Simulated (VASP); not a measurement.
# Y2Ge (Fd-3m) in VASP: single point with r2SCAN

Aim: the single point of Y2Ge with r2SCAN.

Everything below comes from runs of VASP 6.6.1. Logs are shortened: lines on timing, memory, paths and dates and some standing lists are left out, and cuts for length are marked.

### Step 1. The cell of the first run

It takes space group Fd-3m (No. 227, cubic). Conventional cell: a = 8.623 Å, b = 8.623 Å, c = 8.623 Å, α = 90.00°, β = 90.00°, γ = 90.00°. Within 4.0 Å of Y (site symmetry -3m) lie 6 Y at 3.05 Å and 6 Ge at 3.57 Å. Ge (site symmetry -43m) has 12 Y at 3.57 Å and 4 Ge at 3.73 Å within 4.7 Å.

### Step 2. Single point, r2SCAN

POSCAR reads:

```
Y2Ge
1.0
    0.0000000000      4.3113446651      4.3113446651
    4.3113446651      0.0000000000      4.3113446651
    4.3113446651      4.3113446651      0.0000000000
Y Ge
4 2
Direct
    0.1250000000      0.1250000000      0.1250000000
    0.6250000000      0.1250000000      0.1250000000
    0.1250000000      0.1250000000      0.6250000000
    0.1250000000      0.6250000000      0.1250000000
    0.5000000000      0.5000000000      0.5000000000
    0.7500000000      0.7500000000      0.7500000000
```

INCAR.step1 reads:

```
ALGO     = Normal         # electronic algorithm
EDIFF    = 1E-4           # SCF threshold, eV
ENCUT    = 520            # plane-wave cutoff, eV
GGA      = PE             # functional
ISMEAR   = 0              # smearing method
LASPH    = True           # aspherical terms in the spheres
LCHARG   = False          # write CHGCAR
LREAL    = False          # projectors in reciprocal space
LWAVE    = True           # write WAVECAR
NBANDS   = 45             # bands
NELM     = 100            # most SCF steps
PREC     = Accurate       # precision mode
SIGMA    = 0.1            # smearing width, eV
```

INCAR.step2 reads:

```
ALGO     = Normal         # electronic algorithm
EDIFF    = 1E-6           # SCF threshold, eV
ENCUT    = 520            # plane-wave cutoff, eV
ISIF     = 2              # what is computed and relaxed
ISMEAR   = 0              # smearing method
ISTART   = 1            
LASPH    = True           # aspherical terms in the spheres
LCHARG   = True           # write CHGCAR
LELF     = True           # ELF
LMIXTAU  = True         
LREAL    = False          # projectors in reciprocal space
LVHAR    = True         
LWAVE    = False          # write WAVECAR
METAGGA  = R2SCAN         # meta-GGA
NBANDS   = 45             # bands
NELM     = 100            # most SCF steps
PREC     = Accurate       # precision mode
SIGMA    = 0.1            # smearing width, eV
```

KPOINTS reads:

```
k-points
0
Gamma
  8 8 8
```

Potentials or basis: VASP PAW PBE potentials, release 64 (Y_sv, Ge_d).

The run is started by

```
> cat potpaw_PBE.64/Y_sv/POTCAR potpaw_PBE.64/Ge_d/POTCAR > POTCAR
> cp INCAR.step1 INCAR
> mpirun -np 1 vasp_std > vasp.out
> cp INCAR.step2 INCAR
> mpirun -np 1 vasp_std > vasp.out
```

OUTCAR:

```text
EDIFF = 1E-6
   ENCUT = 520
   ISIF = 2
   ISMEAR = 0
   ISTART = 1
   LASPH = True
   LREAL = False
   METAGGA = R2SCAN
   NELM = 100
   PREC = Accurate

 ion  position               nearest neighbor table
   1  0.125  0.125  0.125-   2 3.05   3 3.05   4 3.05   3 3.05   4 3.05   2 3.05   6 3.57   5 3.57
                             6 3.57   5 3.57   6 3.57   5 3.57
   2  0.625  0.125  0.125-   1 3.05   3 3.05   4 3.05   1 3.05   3 3.05   4 3.05   6 3.57   5 3.57
                             6 3.57   5 3.57   5 3.57   6 3.57
   3  0.125  0.125  0.625-   1 3.05   1 3.05   2 3.05   4 3.05   4 3.05   2 3.05   6 3.57   5 3.57
                             6 3.57   5 3.57   6 3.57   5 3.57
   4  0.125  0.625  0.125-   1 3.05   3 3.05   1 3.05   2 3.05   3 3.05   2 3.05   6 3.57   5 3.57
                             6 3.57   5 3.57   6 3.57   5 3.57
   5  0.500  0.500  0.500-   1 3.57   1 3.57   2 3.57   3 3.57   4 3.57   2 3.57   4 3.57   3 3.57
                             3 3.57   1 3.57   2 3.57   4 3.57
   6  0.750  0.750  0.750-   2 3.57   3 3.57   4 3.57   1 3.57   1 3.57   4 3.57   1 3.57   3 3.57
                             2 3.57   3 3.57   2 3.57   4 3.57

  LATTYP: Found a face centered cubic cell.
 ALAT       =     8.6226893302

  Lattice vectors:

 A1 = (   0.0000000000,   4.3113446651,   4.3113446651)
 A2 = (   4.3113446651,   0.0000000000,   4.3113446651)
 A3 = (   4.3113446651,   4.3113446651,   0.0000000000)

Analysis of symmetry for initial positions (statically):
=====================================================================
 Subroutine PRICEL returns:
 Original cell was already a primitive cell.

 Routine SETGRP: Setting up the symmetry group for a
 face centered cubic supercell.

 Subroutine GETGRP returns: Found 48 space group operations
 (whereof 24 operations were pure point group operations)
 out of a pool of 48 trial point group operations.

The static configuration has the point symmetry T_d .
 The point group associated with its full space group is O_h .

Analysis of symmetry for dynamics (positions and initial velocities):
=====================================================================
 Subroutine PRICEL returns:
 Original cell was already a primitive cell.

 Routine SETGRP: Setting up the symmetry group for a
 face centered cubic supercell.

 Subroutine GETGRP returns: Found 48 space group operations
 (whereof 24 operations were pure point group operations)
 out of a pool of 48 trial point group operations.

The dynamic configuration has the point symmetry T_d .
 The point group associated with its full space group is O_h .

 Subroutine INISYM returns: Found 48 space group operations
 (whereof 24 operations are pure point group operations),
 and found     1 'primitive' translations

----------------------------------------------------------------------------------------

                                     Primitive cell

  volume of cell :     160.2759

  direct lattice vectors                    reciprocal lattice vectors
     0.000000000  4.311344665  4.311344665    -0.115973099  0.115973099  0.115973099
     4.311344665  0.000000000  4.311344665     0.115973099 -0.115973099  0.115973099
     4.311344665  4.311344665  0.000000000     0.115973099  0.115973099 -0.115973099

  length of vectors
     6.097162097  6.097162097  6.097162097     0.200871299  0.200871299  0.200871299

  position of ions in fractional coordinates (direct lattice)
     0.125000000  0.125000000  0.125000000
     0.625000000  0.125000000  0.125000000
     0.125000000  0.125000000  0.625000000
     0.125000000  0.625000000  0.125000000
     0.500000000  0.500000000  0.500000000
     0.750000000  0.750000000  0.750000000

  ion indices of the primitive-cell ions
   primitive index   ion index
                 1           1
                 2           2
                 3           3
                 4           4
                 5           5
                 6           6

----------------------------------------------------------------------------------------

 KPOINTS: k-points

Automatic generation of k-mesh.
 Grid dimensions read from file:
 generate k-points for:    8    8    8

 Generating k-lattice:

  Cartesian coordinates                     Fractional coordinates (reciprocal lattice)
    -0.014496637  0.014496637  0.014496637     0.125000000  0.000000000  0.000000000
     0.014496637 -0.014496637  0.014496637     0.000000000  0.125000000  0.000000000
     0.014496637  0.014496637 -0.014496637     0.000000000  0.000000000  0.125000000

  Length of vectors
     0.025108912  0.025108912  0.025108912

  Shift w.r.t. Gamma in fractional coordinates (k-lattice)
     0.000000000  0.000000000  0.000000000

 Subroutine IBZKPT returns following result:
 ===========================================

 Found     29 irreducible k-points:

 Following reciprocal coordinates:
            Coordinates               Weight
  0.000000  0.000000  0.000000      1.000000
  0.125000  0.000000  0.000000      8.000000
  0.250000  0.000000  0.000000      8.000000
  0.375000  0.000000  0.000000      8.000000
  0.500000  0.000000  0.000000      4.000000
  0.125000  0.125000  0.000000      6.000000
[... 16 lines left out ...]
  0.500000  0.250000  0.125000     48.000000
 -0.375000  0.250000  0.125000     24.000000
 [... further k-points ...]
   k-points           NKPTS =     29   k-points in BZ     NKDIM =     29   number of bands    NBANDS=     45
   number of dos      NEDOS =    301   number of ions     NIONS =      6
   total plane-waves  NPLWV = 110592
   dimension x,y,z NGX =    48 NGY =   48 NGZ =   48
   dimension x,y,z NGXF=    96 NGYF=   96 NGZF=   96
   ions per type =               4   2
   NGX,Y,Z   is equivalent  to a cutoff of  13.09, 13.09, 13.09 a.u.
   NGXF,Y,Z  is equivalent  to a cutoff of  26.18, 26.18, 26.18 a.u.
 SYSTEM =  unknown system
   PREC   = accura    normal or accurate (medium, high low for compatibility)
   ISTART =      1    job   : 0-new  1-cont  2-samecut
   ICHARG =      0    charge: 1-file 2-atom 10-const
   ISPIN  =      1    spin polarized calculation?
   LNONCOLLINEAR =      F non collinear calculations
   LSORBIT =      F    spin-orbit coupling
   LASPH  =      T    aspherical Exc in radial PAW
   ENCUT  =  520.0 eV  38.22 Ry    6.18 a.u.  11.34 11.34 11.34*2*pi/ulx,y,z
   NELM   =    100;   NELMIN=  2; NELMDL=  0     # of ELM steps
   EDIFF  = 0.1E-05   stopping-criterion for ELM
   LREAL  =      F    real-space projection
   EDIFFG = 0.1E-04   stopping-criterion for IOM
   NSW    =      0    number of steps for IOM
   IBRION =     -1    ionic relax: 0-MD 1-quasi-New 2-CG
   NFREE  =      0    steps in history (QN), initial steepest desc. (CG)
   ISIF   =      2    stress and relaxation
   ISYM   =      2    0-nonsym 1-usesym 2-fastsym
   POTIM  = 0.5000    time-step for ionic-motion
   TEBEG  =    0.0;   TEEND  =   0.0 temperature during run
   PSTRESS=    0.0 pullay stress
   NELECT =      72.0000    total number of electrons
   NUPDOWN=      -1.0000    fix difference up-down
   EMIN   =  10.00;   EMAX   =-10.00  energy-range for DOS
   EFERMI =   0.00;   METHOD = LEGACY
   ISMEAR =     0;   SIGMA  =   0.10  broadening in eV -4-tet -1-fermi 0-gaus
   EFERMI_NEDOS =   21; number of points for ismear=-14 and -15
   IALGO  =     38    algorithm
   IMIX   =      4    mixing-type and parameters
     AMIX     =   0.40;   BMIX     =  1.00
     AMIX_MAG =   1.60;   BMIX_MAG =  1.00
  volume/ion in A,a.u.               =      26.71       180.27
  Fermi-wavevector in a.u.,A,eV,Ry     =   1.253804  2.369346 21.388685  1.572024
  Thomas-Fermi vector in A             =   2.387639
   LORBIT       =      0    0 simple, 1 ext, 2 COOP (PROOUT), +10 PAW based schemes
   METAGGA = R2SCAN    functional components
   LHFCALC =     F    Hartree Fock is set to
   AEXX    =    0.0000 exact exchange contribution
   IVDW    =     0    specifies the selected vdW correction
   LEPSILON=     F    determine dielectric tensor
   LRPA    =     F    only Hartree local field effects (RPA)
 non-spin polarized calculation
 Gauss-broadening in eV      SIGMA  =   0.10
  energy-cutoff  :      520.00
  volume of cell :      160.28
 maximum number of plane-waves:      4338
 NGX is ok and might be reduce to    48
   NGX = 23   NGY = 23   NGZ = 23

 number of electron      72.0000021 magnetization

 Free energy of the ion-electron system (eV)
  ---------------------------------------------------
  ext. energy  EPLUGINS =         0.00000000
  ---------------------------------------------------
  free energy    TOTEN  =      -106.61395434 eV

  energy without entropy =     -106.58795812  energy(sigma->0) =     -106.60095623

 E-fermi :   4.0483     XC(G=0): -10.7411

 val. band max:        3.9985667249   @ k =   0.5000   0.3750   0.1250
 cond. band min:       4.0571724454   @ k =   0.1250   0.1250   0.0000
 fundamental gap:      0.0586057205
 Fermi energy:         4.0482676048

 k-point     1 :       0.0000    0.0000    0.0000
  band No.  band energies     occupation
      1     -40.3947      2.00000
      2     -40.0888      2.00000
      3     -40.0888      2.00000
      4     -40.0888      2.00000
      5     -21.0032      2.00000
      6     -20.7263      2.00000
[... 37 lines left out ...]
     44       8.3967      0.00000
     45       8.3977      0.00000

 k-point     2 :       0.1250    0.0000    0.0000
  band No.  band energies     occupation
      1     -40.3863      2.00000
      2     -40.0977      2.00000
      3     -40.0888      2.00000
      4     -40.0888      2.00000
      5     -20.9586      2.00000
      6     -20.7257      2.00000
[... 37 lines left out ...]
     44       7.7702      0.00000
     45       8.4388      0.00000

 k-point     3 :       0.2500    0.0000    0.0000
  band No.  band energies     occupation
      1     -40.3636      2.00000
      2     -40.1220      2.00000
      3     -40.0889      2.00000
      4     -40.0889      2.00000
      5     -20.8435      2.00000
      6     -20.7244      2.00000
[... 997 lines left out ...]
     44       6.7632      0.00000
     45       7.0419      0.00000

 k-point    24 :      -0.3750    0.2500    0.1250
  band No.  band energies     occupation
      1     -40.2980      2.00000
      2     -40.1902      2.00000
      3     -40.0892      2.00000
      4     -40.0891      2.00000
      5     -20.7221      2.00000
      6     -20.7219      2.00000
[... 37 lines left out ...]
     44       6.2002      0.00000
     45       7.0949      0.00000

 [... further k-points ...]

------------------------ aborting loop because EDIFF is reached ----------------------------------------

  FORCE on cell =-STRESS in cart. coord.  units (eV):
  Direction    XX          YY          ZZ          XY          YZ          ZX
  --------------------------------------------------------------------------------------
  -------------------------------------------------------------------------------------
  Total        0.0500043      0.0500043      0.0500043      0.0000000      0.0000000      0.0000000
  in kB        0.4998617      0.4998617      0.4998617      0.0000000      0.0000000      0.0000000
  external PRESSURE =       0.4998617 kB  Pullay stress =       0.0000000 kB

 VOLUME and BASIS-vectors are now :
 -----------------------------------------------------------------------------
  energy-cutoff  :      520.00
  volume of cell :      160.28
      direct lattice vectors                 reciprocal lattice vectors
     0.000000000  4.311344665  4.311344665    -0.115973099  0.115973099  0.115973099
     4.311344665  0.000000000  4.311344665     0.115973099 -0.115973099  0.115973099
     4.311344665  4.311344665  0.000000000     0.115973099  0.115973099 -0.115973099

 POSITION                                       TOTAL-FORCE (eV/Angst)
 -----------------------------------------------------------------------------------
      1.07784      1.07784      1.07784         0.000000     -0.000000      0.000000
      1.07784      3.23351      3.23351         0.000000     -0.000000      0.000000
      3.23351      3.23351      1.07784         0.000000     -0.000000      0.000000
      3.23351      1.07784      3.23351         0.000000     -0.000000      0.000000
      4.31134      4.31134      4.31134         0.000000      0.000000      0.000000
      6.46702      6.46702      6.46702        -0.000000     -0.000000     -0.000000
 -----------------------------------------------------------------------------------
    total drift:                               -0.000000      0.000000      0.000000

  FREE ENERGIE OF THE ION-ELECTRON SYSTEM (eV)
  ---------------------------------------------------
  free  energy   TOTEN  =      -106.6139543381 eV

  energy  without entropy=     -106.5879581211  energy(sigma->0) =     -106.60095623
```

Wall time 14 min (1 thread of Intel Xeon Platinum 8259CL at 2.50GHz (Skylake/Cascade Lake), shared host); peak memory 0.47 GiB.

What came out:

| Property | Result |
| --- | --- |
| Free energy | -106.6140 eV |
| Pressure | 0.0 GPa |
| Band gap on the k mesh | zero (bands 36 and 37 overlap by 0.50 eV) |

Caveat: the PAW data sets were made with another functional, which shifts forces and pressure a little.
